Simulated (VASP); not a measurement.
# MoS2 (sol) (P6_3/mmc) in VASP: notebook, part 2 of 2

VASP 6.6.1. The steps go on from the part before.

**4. Relaxation of cell and atoms, PBEsol**

This run uses another cell than the first one, of 17.94 Å³/atom, 0.911 times its volume.

Input file INCAR:

```
SYSTEM = MoS2
PREC = Accurate
ENCUT = 600
EDIFF = 1E-7
ISMEAR = 0
SIGMA = 0.02
LREAL = .FALSE.
LASPH = .TRUE.
NELM = 100
ALGO = Normal
ISIF = 3
LWAVE = .FALSE.
LCHARG = .FALSE.
GGA = PS
IBRION = 2
NSW = 100
EDIFFG = -0.002
```

Input file KPOINTS:

```
regular mesh
0
G
  12 12 2
  0 0 0
```

Input file POSCAR:

```
MoS2
1.0
    3.1414773708      0.0000000028      0.0000000000
   -1.5707386878      2.7205992071      0.0000000000
    0.0000000000      0.0000000000     12.5914589153
Mo S
2 4
Direct
    0.6666666667      0.3333333333      0.2500000000
    0.3333333333      0.6666666667      0.7500000000
    0.6666666667      0.3333333333      0.6261794789
    0.3333333333      0.6666666667      0.3738205211
    0.6666666667      0.3333333333      0.8738205211
    0.3333333333      0.6666666667      0.1261794789
```

The run is started by

```bash
$ cat potpaw_PBE.64/Mo_sv/POTCAR potpaw_PBE.64/S/POTCAR > POTCAR
$ mpirun -np 1 vasp_std > vasp.out
```

Wall time 10 min (1 thread of Intel Xeon 6975P-C (Granite Rapids), shared host); peak memory 0.36 GiB.

The run converged. Its results:

- Free energy: -46.9075 eV
- Relaxed volume: 17.90 Å³/atom
- Relaxed cell: a = 3.142 Å, b = 3.142 Å, c = 12.564 Å, α = 90.00°, β = 90.00°, γ = 120.00°
- Space group after relaxing (to 0.05 Å): P6_3/mmc (No. 194)
- Energy gained by relaxing: 0.0 meV/atom
- Ionic steps: 11
- Pressure after relaxing: 0.0 GPa
- Band gap on the k mesh: 0.99 eV, indirect (least direct gap 1.74 eV)

Final structure:
```
CELL_PARAMETERS angstrom
3.14154 0.00000 0.00000
-1.57077 2.72065 0.00000
0.00000 0.00000 12.56433
ATOMIC_POSITIONS crystal
Mo 0.66667 0.33333 0.25000
Mo 0.33333 0.66667 0.75000
S 0.66667 0.33333 0.62593
S 0.33333 0.66667 0.37407
S 0.66667 0.33333 0.87407
S 0.33333 0.66667 0.12593
```

Levels at points of the mesh, in eV from the valence-band top:
| k point | band 24 | band 25 | band 26 | band 27 | band 28 | band 29 |
| --- | --- | --- | --- | --- | --- | --- |
| (0.00, 0.00, 0.00) | -1.31 | -1.13 | 0.00 | 2.29 | 2.29 | 2.31 |
| (0.50, 0.00, 0.00) | -1.41 | -1.32 | -1.23 | 1.80 | 1.83 | 2.19 |
| (0.00, 0.00, 0.50) | -2.05 | -0.29 | -0.29 | 2.29 | 2.29 | 2.29 |
| (0.50, 0.00, 0.50) | -1.49 | -1.27 | -1.27 | 1.81 | 1.81 | 2.33 |

Caveat: the PAW data sets were made with another functional, which shifts forces and pressure a little; this functional lacks dispersion, which binds the layers, so the pressure and a relaxed spacing across them are unreliable.

**5. Relaxation of cell and atoms, PBEsol**

Input file INCAR:

```
ALGO = Normal
EDIFF = 1E-7
EDIFFG = -0.002
ENCUT = 600
GGA = PS
IBRION = 2
ISIF = 3
ISMEAR = 0
LASPH = T
LCHARG = F
LREAL = F
LWAVE = F
NELM = 100
NSW = 100
PREC = Accurate
SIGMA = 0.02
```

Input file KPOINTS:

```
k-points
0
Gamma
  12 12 2
```

Input file POSCAR:

```
MoS2
1.0
    3.1922379100      0.0000000000      0.0000000000
   -1.5961189600      2.7645591300      0.0000000000
    0.0000000000      0.0000000000     13.3782940000
Mo S
2 4
Direct
    0.6666666700      0.3333333300      0.2500000000
    0.3333333300      0.6666666700      0.7500000000
    0.6666666700      0.3333333300      0.6330820000
    0.3333333300      0.6666666700      0.3669180000
    0.6666666700      0.3333333300      0.8669180000
    0.3333333300      0.6666666700      0.1330820000
```

The run is started by

```bash
$ cat potpaw_PBE.64/Mo_sv/POTCAR potpaw_PBE.64/S/POTCAR > POTCAR
$ mpirun -np 1 vasp_std > vasp.out
```

Wall time 54 min (1 thread of AMD EPYC 9R14 (Zen 4), shared host); peak memory 0.35 GiB.

The run converged. Its results:

- Free energy: -46.9108 eV
- Relaxed volume: 17.92 Å³/atom
- Relaxed cell: a = 3.141 Å, b = 3.141 Å, c = 12.582 Å, α = 90.00°, β = 90.00°, γ = 120.00°
- Space group after relaxing (to 0.05 Å): P6_3/mmc (No. 194)
- Energy gained by relaxing: 13.9 meV/atom
- Ionic steps: 45
- Pressure after relaxing: 0.0 GPa
- Band gap on the k mesh: 1.00 eV, indirect (least direct gap 1.74 eV)

The path:
```tsv
step	energy change (eV)	largest force (eV/Å)	pressure (GPa)	volume (Å³)
1	0.0000	0.4015	-4.79	118.07
3	-0.0616	0.1849	-0.22	114.55
5	-0.0689	0.0245	-0.04	113.78
7	-0.0693	0.0310	-0.09	113.74
9	-0.0724	0.0135	-0.45	112.96
11	-0.0761	0.1632	-1.72	109.79
13	-0.0767	0.1047	-1.25	110.92
15	-0.0773	0.0997	-1.21	110.74
17	-0.0794	0.0791	-1.05	109.99
19	-0.0822	0.0109	-0.22	107.00
21	-0.0826	0.0088	-0.43	107.71
23	-0.0833	0.0151	-0.12	107.81
25	-0.0834	0.0263	0.03	107.86
27	-0.0835	0.0016	-0.07	107.89
29	-0.0835	0.0053	0.00	107.84
31	-0.0835	0.0011	-0.02	107.82
33	-0.0835	0.0021	-0.03	107.81
35	-0.0835	0.0019	-0.02	107.80
37	-0.0835	0.0006	0.01	107.73
39	-0.0835	0.0006	0.04	107.64
41	-0.0836	0.0027	-0.01	107.55
43	-0.0836	0.0029	-0.01	107.55
45	-0.0836	0.0003	0.00	107.54
```

Final structure:
```
Mo S
1.0
     3.14148    0.00000    0.00000
    -1.57074    2.72060    0.00000
     0.00000    0.00000   12.58235
Mo S
2 4
Direct
  0.66667 0.33333 0.25000
  0.33333 0.66667 0.75000
  0.66667 0.33333 0.62609
  0.33333 0.66667 0.37391
  0.66667 0.33333 0.87391
  0.33333 0.66667 0.12609
```

Levels at points of the mesh, in eV from the valence-band top:
```
           k point  band 22  band 23  band 24  band 25  band 26  band 27  band 28  band 29  band 30  band 31
(0.00, 0.00, 0.00)    -2.03    -2.03    -1.31    -1.12     0.00     2.29     2.29     2.31     2.31     2.51
(0.50, 0.00, 0.00)    -2.45    -1.55    -1.40    -1.31    -1.23     1.80     1.84     2.19     2.45     3.02
(0.00, 0.00, 0.50)    -2.05    -2.05    -2.05    -0.29    -0.29     2.30     2.30     2.30     2.30     2.58
(0.50, 0.00, 0.50)    -2.56    -1.48    -1.48    -1.27    -1.27     1.82     1.82     2.33     2.33     3.35
```

Caveat: the PAW data sets were made with another functional, which shifts forces and pressure a little; this functional lacks dispersion, which binds the layers, so the pressure and a relaxed spacing across them are unreliable. A k mesh can miss the band edges.

**6. The runs side by side**

```tsv
task	cell	k mesh	cutoff (eV)	smearing	gap on the mesh (eV)	pressure (GPa)	relaxed volume (Å³/atom)
single point	a = 3.192, b = 3.192, c = 13.378 Å, angles 90.0, 90.0, 120.0°, 6 atoms	6 × 6 × 2	520	gaussian 0.1 eV	1.21	-4.8	-
single point	a = 3.141, b = 3.141, c = 12.591 Å, angles 90.0, 90.0, 120.0°, 6 atoms	12 × 12 × 2	520	gaussian 0.02 eV	1.00	0.0	-
relaxation of cell and atoms	relaxed from a = 3.141, b = 3.141, c = 12.591 Å, angles 90.0, 90.0, 120.0°, 6 atoms	12 × 12 × 2	600	gaussian 0.02 eV	0.99	0.0	17.90
relaxation of cell and atoms	relaxed from a = 3.192, b = 3.192, c = 13.378 Å, angles 90.0, 90.0, 120.0°, 6 atoms	12 × 12 × 2	600	gaussian 0.02 eV	1.00	0.0	17.92
```

Alike in all rows: level PBEsol; potentials or basis VASP PAW PBE potentials, release 64 (Mo_sv, S); no spin polarisation.

Caveats: the PAW data sets were made with another functional, which shifts forces and pressure a little; this functional lacks dispersion, which binds the layers, so the pressure and a relaxed spacing across them are unreliable.

Absolute energies hang on the potentials; compare differences alone.
